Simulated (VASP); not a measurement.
# SnSe (Fm-3m) in VASP: settings compared

SnSe is run at these levels: B3LYP, LDA, PBEsol, RPBE; tasks: single point.

All numbers are computed with VASP 6.6.1; they aren't measurements. Logs are shortened: lines on timing, memory, paths and dates and some standing lists are left out, and cuts for length are marked.

## 1. The cell of the first run

It takes space group Fm-3m (No. 225, cubic). The conventional cell has a = 6.020 Å, b = 6.020 Å, c = 6.020 Å, α = 90.00°, β = 90.00°, γ = 90.00°. Within 4.0 Å of Sn (site symmetry m-3m) lie 6 Se at 3.01 Å. Se (site symmetry m-3m) has 6 Sn at 3.01 Å within 4.0 Å.

## 2. Single point, B3LYP

The input, POSCAR:

```
SnSe
1.0
    0.0000000000      3.0100000000      3.0100000000
    3.0100000000      0.0000000000      3.0100000000
    3.0100000000      3.0100000000      0.0000000000
Sn Se
1 1
Direct
    0.0000000000      0.0000000000      0.0000000000
    0.5000000000      0.5000000000      0.5000000000
```

The input, INCAR.step1:

```
PREC = Accurate
ENCUT = 520
EDIFF = 1E-5
ISMEAR = -1
SIGMA = 0.05
LREAL = F
LASPH = T
NELM = 80
ALGO = Normal
ISIF = 2
LWAVE = T
NBANDS = 17
GGA = PE
```

The input, INCAR.step2:

```
PREC = Accurate
ENCUT = 520
EDIFF = 1E-7
ISMEAR = -1
SIGMA = 0.05
LREAL = F
LASPH = T
NELM = 80
ALGO = Normal
ISIF = 2
LWAVE = F
LCHARG = T
GGA = B3
LHFCALC = T
AEXX = 0.2
AGGAX = 0.72
AGGAC = 0.81
ALDAC = 0.19
PRECFOCK = Normal
LELF = T
LVHAR = T
NBANDS = 17
ISTART = 1
```

The input, KPOINTS:

```
regular mesh
0
Gamma
  4 4 4
```

Potentials or basis: VASP PAW PBE potentials, release 64 (Sn_d, Se).

Command:

```
cat potpaw_PBE.64/Sn_d/POTCAR potpaw_PBE.64/Se/POTCAR > POTCAR
cp INCAR.step1 INCAR
mpirun -np 1 vasp_std > vasp.out
cp INCAR.step2 INCAR
mpirun -np 1 vasp_std > vasp.out
```

OUTCAR:

```text
PREC = Accurate
   ENCUT = 520
   EDIFF = 1E-7
   ISMEAR = -1
   LREAL = F
   LASPH = T
   NELM = 80
   ISIF = 2
   GGA = B3
   LHFCALC = T
   AEXX = 0.2
   PRECFOCK = Normal
   ISTART = 1

 ion  position               nearest neighbor table
   1  0.000  0.000  0.000-   2 3.01   2 3.01   2 3.01   2 3.01   2 3.01   2 3.01
   2  0.500  0.500  0.500-   1 3.01   1 3.01   1 3.01   1 3.01   1 3.01   1 3.01

  LATTYP: Found a face centered cubic cell.
 ALAT       =     6.0200000000

  Lattice vectors:

 A1 = (   0.0000000000,   3.0100000000,   3.0100000000)
 A2 = (   3.0100000000,   0.0000000000,   3.0100000000)
 A3 = (   3.0100000000,   3.0100000000,   0.0000000000)

Analysis of symmetry for initial positions (statically):
=====================================================================
 Subroutine PRICEL returns:
 Original cell was already a primitive cell.

 Routine SETGRP: Setting up the symmetry group for a
 face centered cubic supercell.

 Subroutine GETGRP returns: Found 48 space group operations
[... 9 lines left out ...]

 Routine SETGRP: Setting up the symmetry group for a
 face centered cubic supercell.

 Subroutine GETGRP returns: Found 48 space group operations
[... 11 lines left out ...]
                                     Primitive cell

  volume of cell :      54.5418

  direct lattice vectors                    reciprocal lattice vectors
     0.000000000  3.010000000  3.010000000    -0.166112957  0.166112957  0.166112957
     3.010000000  0.000000000  3.010000000     0.166112957 -0.166112957  0.166112957
     3.010000000  3.010000000  0.000000000     0.166112957  0.166112957 -0.166112957

  length of vectors
     4.256782823  4.256782823  4.256782823     0.287716081  0.287716081  0.287716081

  position of ions in fractional coordinates (direct lattice)
     0.000000000  0.000000000  0.000000000
     0.500000000  0.500000000  0.500000000

  ion indices of the primitive-cell ions
   primitive index   ion index
                 1           1
                 2           2

----------------------------------------------------------------------------------------

 KPOINTS: regular mesh

Automatic generation of k-mesh.
 Grid dimensions read from file:
 generate k-points for:    4    4    4

 Generating k-lattice:

  Cartesian coordinates                     Fractional coordinates (reciprocal lattice)
    -0.041528239  0.041528239  0.041528239     0.250000000  0.000000000  0.000000000
     0.041528239 -0.041528239  0.041528239     0.000000000  0.250000000  0.000000000
     0.041528239  0.041528239 -0.041528239     0.000000000  0.000000000  0.250000000

  Length of vectors
     0.071929020  0.071929020  0.071929020

  Shift w.r.t. Gamma in fractional coordinates (k-lattice)
     0.000000000  0.000000000  0.000000000

 Subroutine IBZKPT returns following result:
 ===========================================

 Found      8 irreducible k-points:

 Following reciprocal coordinates:
            Coordinates               Weight
  0.000000  0.000000  0.000000      1.000000
  0.250000  0.000000  0.000000      8.000000
  0.500000  0.000000  0.000000      4.000000
  0.250000  0.250000  0.000000      6.000000
  0.500000  0.250000  0.000000     24.000000
 -0.250000  0.250000  0.000000     12.000000
  0.500000  0.500000  0.000000      3.000000
 -0.250000  0.500000  0.250000      6.000000
   k-points           NKPTS =      8   k-points in BZ     NKDIM =     64   number of bands    NBANDS=     17
   number of dos      NEDOS =    301   number of ions     NIONS =      2
   total plane-waves  NPLWV =  32768
   dimension x,y,z NGX =    32 NGY =   32 NGZ =   32
   dimension x,y,z NGXF=    64 NGYF=   64 NGZF=   64
   ions per type =               1   1
   NGX,Y,Z   is equivalent  to a cutoff of  12.50, 12.50, 12.50 a.u.
   NGXF,Y,Z  is equivalent  to a cutoff of  24.99, 24.99, 24.99 a.u.
 SYSTEM =  unknown system
   PREC   = accura    normal or accurate (medium, high low for compatibility)
   ISTART =      1    job   : 0-new  1-cont  2-samecut
   ICHARG =      0    charge: 1-file 2-atom 10-const
   ISPIN  =      1    spin polarized calculation?
   LNONCOLLINEAR =      F non collinear calculations
   LSORBIT =      F    spin-orbit coupling
   LASPH  =      T    aspherical Exc in radial PAW
   ENCUT  =  520.0 eV  38.22 Ry    6.18 a.u.   7.91  7.91  7.91*2*pi/ulx,y,z
   NELM   =     80;   NELMIN=  2; NELMDL=  0     # of ELM steps
   EDIFF  = 0.1E-06   stopping-criterion for ELM
   LREAL  =      F    real-space projection
   EDIFFG = 0.1E-05   stopping-criterion for IOM
   NSW    =      0    number of steps for IOM
   IBRION =     -1    ionic relax: 0-MD 1-quasi-New 2-CG
   NFREE  =      0    steps in history (QN), initial steepest desc. (CG)
   ISIF   =      2    stress and relaxation
   ISYM   =      3    0-nonsym 1-usesym 2-fastsym
   POTIM  = 0.5000    time-step for ionic-motion
   TEBEG  =    0.0;   TEEND  =   0.0 temperature during run
   PSTRESS=    0.0 pullay stress
   NELECT =      20.0000    total number of electrons
   NUPDOWN=      -1.0000    fix difference up-down
   EMIN   =  10.00;   EMAX   =-10.00  energy-range for DOS
   EFERMI =   0.00;   METHOD = LEGACY
   ISMEAR =    -1;   SIGMA  =   0.05  broadening in eV -4-tet -1-fermi 0-gaus
   EFERMI_NEDOS =   21; number of points for ismear=-14 and -15
   IALGO  =     38    algorithm
   IMIX   =      1    mixing-type and parameters
     AMIX     =   0.40;   BMIX     =  1.00
     AMIX_MAG =   1.60;   BMIX_MAG =  1.00
  volume/ion in A,a.u.               =      27.27       184.03
  Fermi-wavevector in a.u.,A,eV,Ry     =   1.171768  2.214321 18.681350  1.373040
  Thomas-Fermi vector in A             =   2.308207
   LORBIT       =      0    0 simple, 1 ext, 2 COOP (PROOUT), +10 PAW based schemes
   GGA     = B3    functional components
   LHFCALC =     T    Hartree Fock is set to
   PRECFOCK=normal    Normal, Fast or Accurate (Low or Medium for compatibility)
   ENCUT4O =  -1.0   cutoff for four orbital integrals eV
   NKREDX  =     1    reduce k-point grid by
   NKREDY  =     1    reduce k-point grid by
   NKREDZ  =     1    reduce k-point grid by
   AEXX    =    0.2000 exact exchange contribution
   HFSCREEN=    0.0000 screening length (either q_TF or 0.3 A-1)
   HFSCREENC=   0.0000 screening length for correlation (either q_TF or 0.3 A-1)
   ENCUTFOCK=  -1.0 apply spherical cutoff to Coloumb kernel
   IVDW    =     0    specifies the selected vdW correction
   LEPSILON=     F    determine dielectric tensor
   LRPA    =     F    only Hartree local field effects (RPA)
 non-spin polarized calculation
  energy-cutoff  :      520.00
  volume of cell :       54.54
 maximum number of plane-waves:      1480
  NGX = 24; NGY = 24; NGZ = 24

 number of electron      20.0000005 magnetization

 Free energy of the ion-electron system (eV)
  ---------------------------------------------------
  ext. energy  EPLUGINS =         0.00000000
  ---------------------------------------------------
  free energy    TOTEN  =        -9.22743970 eV

  energy without entropy =       -9.22737563  energy(sigma->0) =       -9.22740766

 E-fermi :   6.0880     XC(G=0):  -7.6120

 val. band max:        5.7179165131   @ k =   0.5000   0.0000   0.0000
 cond. band min:       6.4580392885   @ k =   0.5000   0.0000   0.0000
 fundamental gap:      0.7401227754
 Fermi energy:         6.0879778760

 k-point     1 :       0.0000    0.0000    0.0000
  band No.  band energies     occupation
      1     -18.1777      2.00000
      2     -18.1777      2.00000
      3     -18.1684      2.00000
      4     -18.1684      2.00000
      5     -18.1684      2.00000
      6      -9.8438      2.00000
      7      -0.1809      2.00000
      8       2.8072      2.00000
      9       2.8072      2.00000
     10       2.8072      2.00000
     11      10.7367      0.00000
     12      10.7367      0.00000
     13      10.7367      0.00000
     14      12.4857      0.00000
     15      12.4857      0.00000
     16      12.4857      0.00000
     17      14.8127      0.00000

 k-point     2 :       0.2500    0.0000    0.0000
  band No.  band energies     occupation
      1     -18.1816      2.00000
      2     -18.1816      2.00000
      3     -18.1674      2.00000
      4     -18.1630      2.00000
      5     -18.1629      2.00000
      6      -9.4107      2.00000
      7      -2.0738      2.00000
      8       2.9192      2.00000
      9       2.9192      2.00000
     10       4.3147      2.00000
     11       8.4164      0.00000
     12       8.7246      0.00000
     13       8.7246      0.00000
     14      12.8410      0.00000
     15      13.8669      0.00000
     16      13.8669      0.00000
     17      18.1145      0.00000

 k-point     3 :       0.5000    0.0000    0.0000
  band No.  band energies     occupation
      1     -18.1861      2.00000
      2     -18.1861      2.00000
      3     -18.1664      2.00000
      4     -18.1568      2.00000
      5     -18.1568      2.00000
      6      -8.8424      2.00000
      7      -3.5296      2.00000
      8       3.0932      2.00000
      9       3.0932      2.00000
     10       5.7179      1.99878
     11       6.4580      0.00122
     12       7.4551      0.00000
     13       7.4551      0.00000
     14      15.0654      0.00000
     15      16.8910      0.00000
     16      16.9703      0.00000
     17      16.9703      0.00000

 k-point     4 :       0.2500    0.2500    0.0000
  band No.  band energies     occupation
      1     -18.1912      2.00000
      2     -18.1741      2.00000
      3     -18.1717      2.00000
      4     -18.1599      2.00000
      5     -18.1599      2.00000
      6      -9.2682      2.00000
      7      -1.7428      2.00000
      8       1.9733      2.00000
      9       1.9733      2.00000
     10       3.5052      2.00000
     11       8.3464      0.00000
     12      10.5278      0.00000
     13      10.9034      0.00000
     14      10.9034      0.00000
     15      15.6355      0.00000
     16      15.8479      0.00000
     17      15.8479      0.00000

 k-point     5 :       0.5000    0.2500    0.0000
  band No.  band energies     occupation
      1     -18.1966      2.00000
      2     -18.1777      2.00000
      3     -18.1683      2.00000
      4     -18.1571      2.00000
      5     -18.1545      2.00000
      6      -8.7066      2.00000
      7      -2.7407      2.00000
      8       0.9237      2.00000
      9       1.9875      2.00000
     10       3.0021      2.00000
     11       9.0529      0.00000
     12       9.5880      0.00000
     13      10.7170      0.00000
     14      12.0146      0.00000
     15      16.7094      0.00000
     16      17.4802      0.00000
     17      18.2334      0.00000

 k-point     6 :      -0.2500    0.2500    0.0000
  band No.  band energies     occupation
      1     -18.1874      2.00000
      2     -18.1834      2.00000
      3     -18.1639      2.00000
      4     -18.1600      2.00000
      5     -18.1593      2.00000
      6      -8.8906      2.00000
      7      -2.7999      2.00000
      8       0.9419      2.00000
      9       2.9677      2.00000
     10       4.7360      2.00000
     11       7.3768      0.00000
     12       7.9429      0.00000
     13      10.7325      0.00000
     14      14.1776      0.00000
     15      14.3852      0.00000
     16      15.9954      0.00000
     17      17.1064      0.00000

 k-point     7 :       0.5000    0.5000    0.0000
  band No.  band energies     occupation
      1     -18.2086      2.00000
      2     -18.1750      2.00000
      3     -18.1704      2.00000
      4     -18.1511      2.00000
      5     -18.1511      2.00000
      6      -8.5478      2.00000
      7      -1.2823      2.00000
      8      -0.6642      2.00000
      9       1.2810      2.00000
     10       1.2810      2.00000
     11       9.5814      0.00000
     12      11.8318      0.00000
     13      11.8318      0.00000
     14      12.5394      0.00000
     15      17.1576      0.00000
     16      18.4727      0.00000
     17      19.4222      0.00000

 k-point     8 :      -0.2500    0.5000    0.2500
  band No.  band energies     occupation
      1     -18.1991      2.00000
      2     -18.1780      2.00000
      3     -18.1632      2.00000
      4     -18.1632      2.00000
      5     -18.1511      2.00000
      6      -8.5165      2.00000
      7      -2.2865      2.00000
      8       0.1578      2.00000
      9       0.1578      2.00000
     10       4.3670      2.00000
     11       7.7234      0.00000
     12      11.3044      0.00000
     13      11.3044      0.00000
     14      13.8677      0.00000
     15      13.8677      0.00000
     16      18.0665      0.00000
     17      19.5680      0.00000

------------------------ aborting loop because EDIFF is reached ----------------------------------------

  FORCE on cell =-STRESS in cart. coord.  units (eV):
  Direction    XX          YY          ZZ          XY          YZ          ZX
  --------------------------------------------------------------------------------------
  -------------------------------------------------------------------------------------
  Total        0.6376308      0.6376308      0.6376308     -0.0000000     -0.0000000      0.0000000
  in kB       18.7305445     18.7305445     18.7305445     -0.0000000     -0.0000000      0.0000000
  external PRESSURE =      18.7305445 kB  Pullay stress =       0.0000000 kB

 VOLUME and BASIS-vectors are now :
 -----------------------------------------------------------------------------
  energy-cutoff  :      520.00
  volume of cell :       54.54
      direct lattice vectors                 reciprocal lattice vectors
     0.000000000  3.010000000  3.010000000    -0.166112957  0.166112957  0.166112957
     3.010000000  0.000000000  3.010000000     0.166112957 -0.166112957  0.166112957
     3.010000000  3.010000000  0.000000000     0.166112957  0.166112957 -0.166112957

 POSITION                                       TOTAL-FORCE (eV/Angst)
 -----------------------------------------------------------------------------------
      0.00000      0.00000      0.00000         0.000000     -0.000000      0.000000
      3.01000      3.01000      3.01000         0.000000      0.000000     -0.000000
 -----------------------------------------------------------------------------------
    total drift:                               -0.000000     -0.000000      0.000000

  FREE ENERGIE OF THE ION-ELECTRON SYSTEM (eV)
  ---------------------------------------------------
  free  energy   TOTEN  =        -9.2274397020 eV

  energy  without entropy=       -9.2273756267  energy(sigma->0) =       -9.22740766
```

Run time: 9.2 min. Hardware: 1 thread of Intel Xeon Platinum 8375C at 2.90GHz (Ice Lake), shared host; peak memory 0.19 GiB.

Results:

```
Free energy            : -9.2274 eV
Pressure               : 1.9 GPa
Band gap on the k mesh : 0.74 eV, direct
```

Levels at points of the mesh, in eV from the valence-band top:
| k point | band 7 | band 8 | band 9 | band 10 | band 11 | band 12 | band 13 | band 14 |
| --- | --- | --- | --- | --- | --- | --- | --- | --- |
| (0.00, 0.00, 0.00) | -5.90 | -2.91 | -2.91 | -2.91 | 5.02 | 5.02 | 5.02 | 6.77 |
| (0.50, 0.00, 0.00) | -9.25 | -2.62 | -2.62 | 0.00 | 0.74 | 1.74 | 1.74 | 9.35 |
| (0.50, 0.50, 0.00) | -7.00 | -6.38 | -4.44 | -4.44 | 3.86 | 6.11 | 6.11 | 6.82 |

Caveat: the k points lie up to 0.45 Å⁻¹ apart; the PAW data sets were made with another functional, which shifts forces and pressure a little; spin-orbit coupling is left out, which moves the levels of the heavy elements. A k mesh can miss the band edges.

## 3. Single point, LDA

This run uses another cell than the first one, of 25.58 Å³/atom, 0.938 times its volume.

The input, INCAR:

```
SYSTEM = SnSe
ALGO = Normal
EDIFF = 1E-6
ENCUT = 520
ISIF = 2
ISMEAR = -1
LASPH = .TRUE.
LCHARG = .TRUE.
LELF = .TRUE.
LREAL = .FALSE.
LVHAR = .TRUE.
LWAVE = .FALSE.
NBANDS = 17
NELM = 80
PREC = Accurate
SIGMA = 0.05
```

The input, KPOINTS:

```
k-points
0
G
  8 8 8
  0 0 0
```

The input, POSCAR:

```
SnSe
1.0
    0.0000000000      2.9466455370      2.9466455370
    2.9466455370      0.0000000000      2.9466455370
    2.9466455370      2.9466455370      0.0000000000
Sn Se
1 1
Direct
    0.0000000000      0.0000000000      0.0000000000
    0.5000000000      0.5000000000      0.5000000000
```

Potentials or basis: VASP PAW LDA potentials, release 64 (Sn_d, Se).

Command:

```
cat potpaw_LDA.64/Sn_d/POTCAR potpaw_LDA.64/Se/POTCAR > POTCAR
mpirun -np 1 vasp_std > vasp.out
```

Wall time 19 s (1 thread of AMD EPYC 7R43 (Zen 3), shared host); peak memory 0.13 GiB.

It converged, with:

* Free energy: -9.5097 eV
* Pressure: 0.1 GPa
* Band gap on the k mesh: 0.77 eV, indirect (least direct gap 0.92 eV)

Levels at points of the mesh, in eV from the valence-band top:
```tsv
k point	band 6	band 7	band 8	band 9	band 10	band 11	band 12	band 13	band 14	band 15
(0.00, 0.00, 0.00)	-14.19	-4.84	-2.23	-2.23	-2.23	4.59	4.59	4.59	5.92	5.92
(0.50, 0.00, 0.00)	-13.11	-8.32	-1.95	-1.95	-0.01	0.90	1.27	1.27	8.46	10.43
(0.50, 0.50, 0.00)	-12.76	-6.00	-5.80	-3.81	-3.81	2.90	5.74	5.74	6.42	10.85
```

Caveat: spin-orbit coupling is left out, which moves the levels of the heavy elements.

[end of part 1 of 2]
